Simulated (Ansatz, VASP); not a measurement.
# BeTl2 in VASP and in Ansatz

```
CELL_PARAMETERS angstrom
0.00000 4.46510 4.46510
4.46510 0.00000 4.46510
4.46510 4.46510 0.00000
ATOMIC_POSITIONS crystal
Be 0.50000 0.50000 0.50000
Be 0.75000 0.75000 0.75000
Tl 0.12500 0.12500 0.12500
Tl 0.62500 0.12500 0.12500
Tl 0.12500 0.12500 0.62500
Tl 0.12500 0.62500 0.12500
```

Alike in both runs: task relaxation of cell and atoms; functional PBE; k mesh 8 × 8 × 8; occupations gaussian, width 0.1 eV; no spin polarisation.

|  | VASP | Ansatz |
| --- | --- | --- |
| version | VASP 6.6.1 | Ansatz 0.2.0 |
| potentials or method | VASP PAW PBE potentials, release 64 (Be, Tl_d), cutoff 600 eV | scalar-relativistic, plane waves, PAW |
| valence electrons in the cell | 56 | 56 |

|  | VASP | Ansatz | Ansatz less VASP |
| --- | --- | --- | --- |
| gap on the k mesh at the Fermi level, each at its own relaxed structure (eV) | none | none | - |
| relaxed volume (Å³/atom) | 29.60 | 29.58 | -0.018 |
| relaxed length of the cell vector where the two differ most in proportion (Å) | 6.309 | 6.308 | -0.0013 |

A gap of «none» marks a metal or a gap that the smearing closes.

Spin-orbit coupling is off throughout.
